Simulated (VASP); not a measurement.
# Ge (R-3) in VASP: a series of runs, part 2 of 2

VASP 6.6.1. The steps go on from the part before.

### Step 3. Single point, LDA

This run uses another cell than the first one, of 19.88 Å³/atom.

INCAR

```
ALGO = Normal
EDIFF = 1E-6
ENCUT = 520
ISIF = 2
ISMEAR = 0
LASPH = True
LCHARG = True
LELF = True
LREAL = False
LVHAR = True
LWAVE = False
NBANDS = 66
NELM = 60
PREC = Accurate
SIGMA = 0.15
```

KPOINTS

```
k-points
0
Gamma
  9 9 9
```

POSCAR

```
Ge
1.0
    4.9289000000      2.8457017418      1.8896000000
   -4.9289000000      2.8457017418      1.8896000000
    0.0000000000     -5.6914034836      1.8896000000
Ge
8
Direct
    0.7160372198      0.7160372198      0.7160372198
    0.2839627802      0.2839627802      0.2839627802
    0.0289443365      0.7253625346      0.5322921793
    0.5322921793      0.0289443365      0.7253625346
    0.7253625346      0.5322921793      0.0289443365
    0.9710556635      0.2746374654      0.4677078207
    0.4677078207      0.9710556635      0.2746374654
    0.2746374654      0.4677078207      0.9710556635
```

Potentials or basis: VASP PAW LDA potentials, release 64 (Ge_d).

Run with:

```sh
> cat potpaw_LDA.64/Ge_d/POTCAR > POTCAR
> mpirun -np 1 vasp_std > vasp.out
```

OUTCAR:

```text
EDIFF = 1E-6
   ENCUT = 520
   ISIF = 2
   ISMEAR = 0
   LASPH = True
   LREAL = False
   NELM = 60
   PREC = Accurate

 ion  position               nearest neighbor table
   1  0.716  0.716  0.716-   2 2.45   5 2.48   3 2.48   4 2.48
   2  0.284  0.284  0.284-   1 2.45   8 2.48   6 2.48   7 2.48
   3  0.029  0.725  0.532-   5 2.44   4 2.44   6 2.47   1 2.48
   4  0.532  0.029  0.725-   3 2.44   5 2.44   7 2.47   1 2.48
   5  0.725  0.532  0.029-   3 2.44   4 2.44   8 2.47   1 2.48
   6  0.971  0.275  0.468-   8 2.44   7 2.44   3 2.47   2 2.48
   7  0.468  0.971  0.275-   6 2.44   8 2.44   4 2.47   2 2.48
[... 1870 lines left out ...]
  Total       -0.9511419     -0.9511419      4.0812430      0.0000000      0.0000000     -0.0000000
  in kB       -9.5828654     -9.5828654     41.1189973      0.0000002      0.0000000     -0.0000000
  external PRESSURE =       7.3177555 kB  Pullay stress =       0.0000000 kB

 VOLUME and BASIS-vectors are now :
 -----------------------------------------------------------------------------
  energy-cutoff  :      520.00
  volume of cell :      159.02
      direct lattice vectors                 reciprocal lattice vectors
     4.928900000  2.845701742  1.889600000     0.101442513  0.058567862  0.176404177
    -4.928900000  2.845701742  1.889600000    -0.101442513  0.058567862  0.176404177
     0.000000000 -5.691403484  1.889600000     0.000000000 -0.117135724  0.176404177

 POSITION                                       TOTAL-FORCE (eV/Angst)
 -----------------------------------------------------------------------------------
      0.00000      0.00000      4.05907         0.000000      0.000000      0.391074
      0.00000      0.00000      1.60973         0.000000      0.000000     -0.391074
     -3.43258     -0.88296      2.43116        -0.012813     -0.223116      0.004179
      2.48095     -2.53122      2.43116         0.199630      0.100462      0.004179
      0.95162      3.41418      2.43116        -0.186817      0.122654      0.004179
      3.43258      0.88296      3.23764         0.012813      0.223116     -0.004179
     -2.48095      2.53122      3.23764        -0.199630     -0.100462     -0.004179
     -0.95162     -3.41418      3.23764         0.186817     -0.122654     -0.004179
 -----------------------------------------------------------------------------------
    total drift:                               -0.000000      0.000000      0.000000

  FREE ENERGIE OF THE ION-ELECTRON SYSTEM (eV)
  ---------------------------------------------------
  free  energy   TOTEN  =       -40.5679917396 eV

  energy  without entropy=      -40.5559235432  energy(sigma->0) =      -40.56195764
```

stdout:

```text
POSCAR found type information on POSCAR Ge
 POSCAR found :  1 types and       8 ions
 scaLAPACK will be used
 LDA part: xc-table for (Slater(with rela. corr.)+CA(PZ))
 , standard interpolation
 POSCAR, INCAR and KPOINTS ok, starting setup
 FFT: planning ... GRIDC
 FFT: planning ... GRID_SOFT
 FFT: planning ... GRID
 WAVECAR not read
 entering main loop
```

Wall time 17 min (1 thread of AMD EPYC 9R45 (Zen 5), shared host); peak memory 0.82 GiB.

Results:

| Item | Value |
| --- | --- |
| Free energy | -40.5680 eV |
| Pressure | 0.7 GPa |
| Largest force | 0.391 eV/Å |
| Band gap on the k mesh | zero (bands 56 and 57 overlap by 0.36 eV) |

Forces in eV/Å, atoms in the order of the input:
```
Ge   0.000  0.000  0.391
Ge   0.000  0.000 -0.391
Ge  -0.013 -0.223  0.004
Ge   0.200  0.100  0.004
Ge  -0.187  0.123  0.004
Ge   0.013  0.223 -0.004
Ge  -0.200 -0.100 -0.004
Ge   0.187 -0.123 -0.004
```

Caveat: semilocal functionals underestimate gaps, so a narrow gap can read as zero.

### Step 4. Single point, LDA

This run uses another cell than the first one, of 20.04 Å³/atom.

INCAR

```
  PREC = Accurate
  ENCUT = 520
  EDIFF = 1E-6
  ISMEAR = 0
  SIGMA = 0.15
  LREAL = F
  LASPH = T
  NELM = 60
  ALGO = Normal
  ISIF = 2
  LWAVE = F
  LCHARG = T
  GGA = CA
  LELF = T
  LVHAR = T
  NBANDS = 66
```

KPOINTS

```
Automatic mesh
0
Gamma
  9 9 9
```

Edit POSCAR of step 3 so:

```diff
@@ -2,5 +2,5 @@
 1.0
-    4.9289000000      2.8457017418      1.8896000000
-   -4.9289000000      2.8457017418      1.8896000000
-    0.0000000000     -5.6914034836      1.8896000000
+    5.0753000000      2.9302258212      1.7966666667
+   -5.0753000000      2.9302258212      1.7966666667
+    0.0000000000     -5.8604516424      1.7966666667
 Ge
```

Run with:

```sh
> cat potpaw_LDA.64/Ge_d/POTCAR > POTCAR
> mpirun -np 1 vasp_std > vasp.out
```

It took 17 min on 1 thread of AMD EPYC 9R45 (Zen 5), shared host; peak memory 0.83 GiB.

Results (log left out):

- Free energy: -40.0123 eV
- Pressure: 1.1 GPa
- Largest force: 1.492 eV/Å
- Band gap on the k mesh: zero (bands 56 and 57 overlap by 0.46 eV)

Forces on the atoms (eV/Å):
```
Ge   0.000  0.000  1.492
Ge   0.000  0.000 -1.492
Ge   0.025 -0.744 -0.033
Ge   0.632  0.394 -0.033
Ge  -0.657  0.350 -0.033
Ge  -0.025  0.744  0.033
Ge  -0.632 -0.394  0.033
Ge   0.657 -0.350  0.033
```

Stress tensor (GPa, compression positive):
```
-4.08  0.00  0.00
 0.00 -4.08  0.00
 0.00  0.00 11.49
```

Levels at points of the mesh, in eV from the Fermi level:
| k point | band 53 | band 54 | band 55 | band 56 | band 57 | band 58 | band 59 | band 60 |
| --- | --- | --- | --- | --- | --- | --- | --- | --- |
| (0.00, 0.00, 0.00) | -3.48 | -0.92 | -0.92 | -0.61 | 1.75 | 2.06 | 2.06 | 3.48 |

Caveat: semilocal functionals underestimate gaps, so a narrow gap can read as zero; forces of over 1 eV/Å act on the atoms, so gaps and moduli don't describe the material at rest.

### Step 5. Single point, LDA

This run uses another cell than the first one, of 19.37 Å³/atom.

INCAR

```
PREC     = Accurate       # precision mode
ENCUT    = 520            # plane-wave cutoff, eV
EDIFF    = 1E-7           # SCF threshold, eV
ISMEAR   = 0              # smearing method
SIGMA    = 0.15           # smearing width, eV
LREAL    = False          # projectors in reciprocal space
LASPH    = True           # aspherical terms in the spheres
NELM     = 80             # most SCF steps
ALGO     = Normal         # electronic algorithm
ISIF     = 2              # what is computed and relaxed
LWAVE    = False          # write WAVECAR
LCHARG   = True           # write CHGCAR
GGA      = CA             # functional
LELF     = True           # ELF
LVHAR    = True         
NBANDS   = 66             # bands
```

KPOINTS

```
regular mesh
0
Gamma
  9 9 9
```

POSCAR

```
Ge
1.0
    5.1241000000      2.9584005144      1.7037333333
   -5.1241000000      2.9584005144      1.7037333333
    0.0000000000     -5.9168010287      1.7037333333
Ge
8
Direct
    0.7160372200      0.7160372200      0.7160372200
    0.2839627800      0.2839627800      0.2839627800
    0.0289443367      0.7253625347      0.5322921797
    0.5322921797      0.0289443367      0.7253625347
    0.7253625347      0.5322921797      0.0289443367
    0.9710556633      0.2746374653      0.4677078203
    0.4677078203      0.9710556633      0.2746374653
    0.2746374653      0.4677078203      0.9710556633
```

Run with:

```sh
> cat potpaw_LDA.64/Ge_d/POTCAR > POTCAR
> mpirun -np 1 vasp_std > vasp.out
```

It took 20 min on 1 thread of AMD EPYC 9R45 (Zen 5), shared host; peak memory 0.81 GiB.

The run converged. Its results:

- Free energy: -39.1291 eV
- Pressure: 5.9 GPa
- Largest force: 3.384 eV/Å
- Band gap on the k mesh: zero (bands 56 and 57 overlap by 0.67 eV)

Forces on the atoms (eV/Å):
```
Ge   0.000  0.000  3.384
Ge   0.000  0.000 -3.384
Ge   0.004 -1.266  0.003
Ge   1.094  0.636  0.003
Ge  -1.098  0.630  0.003
Ge  -0.004  1.266 -0.003
Ge  -1.094 -0.636 -0.003
Ge   1.098 -0.630 -0.003
```

Stress tensor (GPa, compression positive):
```
-1.12  0.00  0.00
 0.00 -1.12  0.00
 0.00  0.00 20.00
```

Levels at points of the mesh, in eV from the Fermi level:
```csv
k point,band 53,band 54,band 55,band 56,band 57,band 58,band 59,band 60
"(0.00, 0.00, 0.00)",-3.56,-0.87,-0.87,-0.68,1.85,2.02,2.02,2.91
```

Caveat: the cell stands under pressure; semilocal functionals underestimate gaps, so a narrow gap can read as zero; forces of over 1 eV/Å act on the atoms, so gaps and moduli don't describe the material at rest.

### Step 6. Overview

| cell | gap on the mesh (eV) | pressure (GPa) | largest force (eV/Å) |
| --- | --- | --- | --- |
| a = 5.742 Å, angles 107.7°, 8 atoms | none | 4.6 | 0.94 |
| a = 5.997 Å, angles 110.6°, 8 atoms | none | 0.7 | 0.39 |
| a = 6.130 Å, angles 111.8°, 8 atoms | none | 1.1 | 1.49 |
| a = 6.157 Å, angles 112.7°, 8 atoms | none | 5.9 | 3.38 |

Alike in all rows: task single point; level LDA; potentials or basis VASP PAW LDA potentials, release 64 (Ge_d); no spin polarisation; k mesh 9 × 9 × 9; cutoff (eV) 520; smearing gaussian 0.15 eV.

Caveats: semilocal functionals underestimate gaps, so a narrow gap can read as zero (at least some runs); the cell stands under pressure (at least some runs); forces of over 1 eV/Å act on the atoms, so gaps and moduli don't describe the material at rest (at least some runs).

Total energies depend on the potentials used, so only differences within one code and one set of settings carry meaning.
